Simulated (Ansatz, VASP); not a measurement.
## One calculation of NaCl, two programs

File INCAR:

```
ALGO     = Normal         # electronic algorithm
EDIFF    = 1E-6           # SCF threshold, eV
ENCUT    = 520            # plane-wave cutoff, eV
GGA      = PE             # functional
ISIF     = 2              # what is computed and relaxed
ISMEAR   = -1             # smearing method
LASPH    = T              # aspherical terms in the spheres
LCHARG   = F              # write CHGCAR
LREAL    = F              # projectors in reciprocal space
LWAVE    = F              # write WAVECAR
NBANDS   = 14             # bands
NELM     = 60             # most SCF steps
PREC     = Accurate       # precision mode
SIGMA    = 0.02           # smearing width, eV
```

File KPOINTS:

```
k-points
0
Gamma
  8 8 8
```

File POSCAR:

```
NaCl
1.0
    3.4595452951      0.0000000000      0.0000000000
    0.0000000000      3.4595452951      0.0000000000
    0.0000000000      0.0000000000      3.4595452951
Na Cl
1 1
Direct
    0.0000000000      0.0000000000      0.0000000000
    0.5000000000      0.5000000000      0.5000000000
```

Input for Ansatz:

```yaml
crystal:
  lattice:
    - [3.4595452951, 0.0, 0.0]
    - [0.0, 3.4595452951, 0.0]
    - [0.0, 0.0, 3.4595452951]
  atoms:
    - { symbol: Na, position: [0.0, 0.0, 0.0] }
    - { symbol: Cl, position: [0.5, 0.5, 0.5] }
kpoints:
  mp_grid: { grid: [8, 8, 8] }
  band_path:
    path:
      - [[0.0, 0.0, 0.0], [-1.45238675284e-51, 0.5, -9.278338529677e-36], [0.5, 0.5, 6.494836970774e-35], [0.0, 0.0, 0.0], [0.5, 0.5, 0.5], [-1.45238675284e-51, 0.5, -9.278338529677e-36]]
      - [[0.5, 0.5, 0.5], [0.5, 0.5, 6.494836970774e-35]]
    npoints: 10
hamiltonian:
  xc: pbe
scf:
  occupations: { method: fermi_dirac, width: 0.02 }
  n_extra_bands: 4
output:
  forces: true
  stress: true
  eigenvalues: true
  write_density: true
  write_potential: true
  elf: true
  volumetric_format: npy
```

Alike in both runs: task single point; functional PBE; k mesh 8 × 8 × 8; occupations fermi-dirac, width 0.02 eV; no spin polarisation.

|  | VASP | Ansatz |
| --- | --- | --- |
| version | VASP 6.6.1 | Ansatz 0.2.0 |
| potentials or method | VASP PAW PBE potentials, release 64 (Na_pv, Cl) | plane waves, PAW |
| plane-wave cutoff (eV) | 520 | 420 |
| valence electrons in the cell | 14 | 16 |

```tsv
	VASP	Ansatz	Ansatz less VASP
gap on the k mesh at the Fermi level (eV)	4.10	4.10	0.000
pressure (GPa)	1.1	1.2	+0.05
```

VASP's potentials hold 14 valence electrons a cell and Ansatz's 16, so a difference there can come from the potentials and not from the codes.
